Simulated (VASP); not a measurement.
# MgO (R-3m) in VASP: further runs

MgO is run at these levels: PBE; tasks: single point.

Everything below comes from runs of VASP 6.6.1. Logs are shortened: lines on timing, memory, paths and dates and some standing lists are left out, and cuts for length are marked.

### 1 The cell of the first run

Symmetry: R-3m, No. 166, trigonal system. Conventional cell: a = 2.992 Å, b = 2.992 Å, c = 7.255 Å, α = 90.00°, β = 90.00°, γ = 120.00°. Within 2.8 Å of Mg (site symmetry -3m) lie 6 O at 2.11 Å. Within 2.8 Å of O (site symmetry -3m) lie 6 Mg at 2.11 Å.

### 2 Single point, PBE

INCAR reads:

```
ALGO     = Normal         # electronic algorithm
EDIFF    = 1E-6           # SCF threshold, eV
ENCUT    = 600            # plane-wave cutoff, eV
GGA      = PE             # functional
GGA_COMPAT= False        
ISIF     = 2              # what is computed and relaxed
ISMEAR   = -1             # smearing method
LASPH    = True           # aspherical terms in the spheres
LCHARG   = True           # write CHGCAR
LELF     = True           # ELF
LREAL    = False          # projectors in reciprocal space
LVHAR    = True         
LWAVE    = False          # write WAVECAR
NBANDS   = 11             # bands
NELM     = 120            # most SCF steps
PREC     = Accurate       # precision mode
SIGMA    = 0.05           # smearing width, eV
```

KPOINTS reads:

```
k-points
0
Gamma
  8 8 8
```

POSCAR reads:

```
MgO
1.0
   -0.0140566667      2.1014716667      2.1014716667
    2.1014716667     -0.0140566667      2.1014716667
    2.1014716667      2.1014716667     -0.0140566667
Mg O
1 1
Direct
    0.0000000000      0.0000000000      0.0000000000
    0.5000000000      0.5000000000      0.5000000000
```

Potentials or basis: VASP PAW PBE potentials, release 64 (Mg, O).

Run with:

```
cat potpaw_PBE.64/Mg/POTCAR potpaw_PBE.64/O/POTCAR > POTCAR
mpirun -np 1 vasp_std > vasp.out
```

OUTCAR:

```text
EDIFF = 1E-6
   ENCUT = 600
   GGA = PE
   ISIF = 2
   ISMEAR = -1
   LASPH = True
   LREAL = False
   NELM = 120
   PREC = Accurate

 ion  position               nearest neighbor table
   1  0.000  0.000  0.000-   2 2.11   2 2.11   2 2.11   2 2.11   2 2.11   2 2.11
   2  0.500  0.500  0.500-   1 2.11   1 2.11   1 2.11   1 2.11   1 2.11   1 2.11

  LATTYP: Found a trigonal (rhomboedric) cell.
 ALAT       =     2.9719629745
 COS(alpha) =     0.4933000011

  Lattice vectors:

 A1 = (  -0.0140566667,   2.1014716667,   2.1014716667)
 A2 = (   2.1014716667,  -0.0140566667,   2.1014716667)
 A3 = (   2.1014716667,   2.1014716667,  -0.0140566667)

Analysis of symmetry for initial positions (statically):
=====================================================================
 Subroutine PRICEL returns:
 Original cell was already a primitive cell.

 Routine SETGRP: Setting up the symmetry group for a
 trigonal (rhombohedral) supercell.

 Subroutine GETGRP returns: Found 12 space group operations
 (whereof 12 operations were pure point group operations)
 out of a pool of 12 trial point group operations.

The static configuration has the point symmetry D_3d.

Analysis of symmetry for dynamics (positions and initial velocities):
=====================================================================
 Subroutine PRICEL returns:
 Original cell was already a primitive cell.

 Routine SETGRP: Setting up the symmetry group for a
 trigonal (rhombohedral) supercell.

 Subroutine GETGRP returns: Found 12 space group operations
 (whereof 12 operations were pure point group operations)
 out of a pool of 12 trial point group operations.

The dynamic configuration has the point symmetry D_3d.

 Subroutine INISYM returns: Found 12 space group operations
 (whereof 12 operations are pure point group operations),
 and found     1 'primitive' translations

----------------------------------------------------------------------------------------

                                     Primitive cell

  volume of cell :      18.7472

  direct lattice vectors                    reciprocal lattice vectors
    -0.014056667  2.101471667  2.101471667    -0.235554466  0.237140692  0.237140692
     2.101471667 -0.014056667  2.101471667     0.237140692 -0.235554466  0.237140692
     2.101471667  2.101471667 -0.014056667     0.237140692  0.237140692 -0.235554466

  length of vectors
     2.971962974  2.971962974  2.971962974     0.409825965  0.409825965  0.409825965

  position of ions in fractional coordinates (direct lattice)
[... 87 lines left out ...]
   POTIM  = 0.5000    time-step for ionic-motion
   TEBEG  =    0.0;   TEEND  =   0.0 temperature during run
   PSTRESS=    0.0 pullay stress
   NELECT =       8.0000    total number of electrons
   NUPDOWN=      -1.0000    fix difference up-down
   EMIN   =  10.00;   EMAX   =-10.00  energy-range for DOS
   EFERMI =   0.00;   METHOD = LEGACY
   ISMEAR =    -1;   SIGMA  =   0.05  broadening in eV -4-tet -1-fermi 0-gaus
   EFERMI_NEDOS =   21; number of points for ismear=-14 and -15
   IALGO  =     38    algorithm
   IMIX   =      4    mixing-type and parameters
     AMIX     =   0.40;   BMIX     =  1.00
     AMIX_MAG =   1.60;   BMIX_MAG =  1.00
  volume/ion in A,a.u.               =       9.37        63.26
  Fermi-wavevector in a.u.,A,eV,Ry     =   1.232516  2.329118 20.668567  1.519097
  Thomas-Fermi vector in A             =   2.367283
   LORBIT       =      0    0 simple, 1 ext, 2 COOP (PROOUT), +10 PAW based schemes
   GGA     = PE    functional components
   LHFCALC =     F    Hartree Fock is set to
   AEXX    =    0.0000 exact exchange contribution
   IVDW    =     0    specifies the selected vdW correction
   LEPSILON=     F    determine dielectric tensor
   LRPA    =     F    only Hartree local field effects (RPA)
 non-spin polarized calculation
  energy-cutoff  :      600.00
  volume of cell :       18.75
 maximum number of plane-waves:       636
   NGX = 11   NGY = 11   NGZ = 11

 number of electron       8.0000005 magnetization

 Free energy of the ion-electron system (eV)
  ---------------------------------------------------
  ext. energy  EPLUGINS =         0.00000000
  ---------------------------------------------------
  free energy    TOTEN  =       -11.90932100 eV

  energy without entropy =      -11.90932100  energy(sigma->0) =      -11.90932100

 E-fermi :   4.1483     XC(G=0): -11.0618

 val. band max:        3.2087812392   @ k =   0.0000   0.0000   0.0000
 cond. band min:       7.8515478607   @ k =   0.0000   0.0000   0.0000
 fundamental gap:      4.6427666215
 Fermi energy:         4.1482649392

 k-point     1 :       0.0000    0.0000    0.0000
  band No.  band energies     occupation
      1     -14.0854      2.00000
      2       3.1348      2.00000
      3       3.1348      2.00000
      4       3.2088      2.00000
      5       7.8515      0.00000
      6      18.8445      0.00000
      7      18.8445      0.00000
      8      19.1397      0.00000
      9      22.8452      0.00000
     10      24.6209      0.00000
     11      24.6209      0.00000
[... 309 lines left out ...]
 k-point    24 :       0.3750    0.1250    0.1250
  band No.  band energies     occupation
      1     -13.2371      2.00000
      2      -0.0249      2.00000
      3       2.2121      2.00000
      4       2.7272      2.00000
      5      11.1859      0.00000
      6      15.1884      0.00000
      7      18.7655      0.00000
      8      20.3547      0.00000
      9      22.0452      0.00000
     10      24.5502      0.00000
     11      26.6982      0.00000

 [... further k-points ...]

------------------------ aborting loop because EDIFF is reached ----------------------------------------

  FORCE on cell =-STRESS in cart. coord.  units (eV):
  Direction    XX          YY          ZZ          XY          YZ          ZX
  --------------------------------------------------------------------------------------
  -------------------------------------------------------------------------------------
  Total        0.3646358      0.3646358      0.3646358      0.1129789      0.1129789      0.1129789
  in kB       31.1625917     31.1625917     31.1625917      9.6554310      9.6554310      9.6554310
  external PRESSURE =      31.1625917 kB  Pullay stress =       0.0000000 kB

 VOLUME and BASIS-vectors are now :
 -----------------------------------------------------------------------------
  energy-cutoff  :      600.00
  volume of cell :       18.75
      direct lattice vectors                 reciprocal lattice vectors
    -0.014056667  2.101471667  2.101471667    -0.235554466  0.237140692  0.237140692
     2.101471667 -0.014056667  2.101471667     0.237140692 -0.235554466  0.237140692
     2.101471667  2.101471667 -0.014056667     0.237140692  0.237140692 -0.235554466

 POSITION                                       TOTAL-FORCE (eV/Angst)
 -----------------------------------------------------------------------------------
      0.00000      0.00000      0.00000         0.000000      0.000000     -0.000000
      2.09444      2.09444      2.09444         0.000000      0.000000      0.000000
 -----------------------------------------------------------------------------------
    total drift:                               -0.000000     -0.000000      0.000000

  FREE ENERGIE OF THE ION-ELECTRON SYSTEM (eV)
  ---------------------------------------------------
  free  energy   TOTEN  =       -11.9093209993 eV

  energy  without entropy=      -11.9093209992  energy(sigma->0) =      -11.90932100
```

OSZICAR:

```text
N       E                     dE             d eps       ncg     rms          rms(c)
DAV:   1     0.160185726278E+02    0.16019E+02   -0.50515E+03  1622   0.727E+02
DAV:   2    -0.127873901084E+02   -0.28806E+02   -0.28269E+02  1653   0.143E+02
DAV:   3    -0.134654073831E+02   -0.67802E+00   -0.67735E+00  1717   0.190E+01
DAV:   4    -0.134672464597E+02   -0.18391E-02   -0.18390E-02  1559   0.110E+00
DAV:   5    -0.134672521672E+02   -0.57075E-05   -0.57074E-05  1679   0.613E-02    0.721E+00
DAV:   6    -0.119274495706E+02    0.15398E+01   -0.87908E+00  1496   0.163E+01    0.223E+00
DAV:   7    -0.119151032392E+02    0.12346E-01   -0.54343E-02  1568   0.213E+00    0.135E+00
DAV:   8    -0.119097121126E+02    0.53911E-02   -0.28335E-02  1493   0.191E+00    0.239E-01
DAV:   9    -0.119093400753E+02    0.37204E-03   -0.54779E-04  1667   0.166E-01    0.135E-01
DAV:  10    -0.119093200723E+02    0.20003E-04   -0.49458E-04  1577   0.169E-01    0.833E-03
DAV:  11    -0.119093213193E+02   -0.12470E-05   -0.25338E-06  1670   0.135E-02    0.564E-03
DAV:  12    -0.119093209993E+02    0.32010E-06   -0.61016E-07   859   0.622E-03
   1 F= -.11909321E+02 E0= -.11909321E+02  d E =-.753340E-10
```

stdout:

```text
POSCAR found type information on POSCAR MgO
 POSCAR found :  2 types and       2 ions
 scaLAPACK will be used
 LDA part: xc-table for (Slater+PW92), standard interpolation
 POSCAR, INCAR and KPOINTS ok, starting setup
 FFT: planning ... GRIDC
 FFT: planning ... GRID_SOFT
 FFT: planning ... GRID
 WAVECAR not read
 entering main loop
```

Run time: 16 s. Hardware: 1 thread of Intel Xeon 8259CL, shared host; peak memory 0.15 GiB.

Results:

| Item | Value |
| --- | --- |
| Free energy | -11.9093 eV |
| Pressure | 3.1 GPa |
| Band gap on the k mesh | 4.64 eV |

Caveat: the cell stands under pressure.

(Continued in part 2 of 2.)
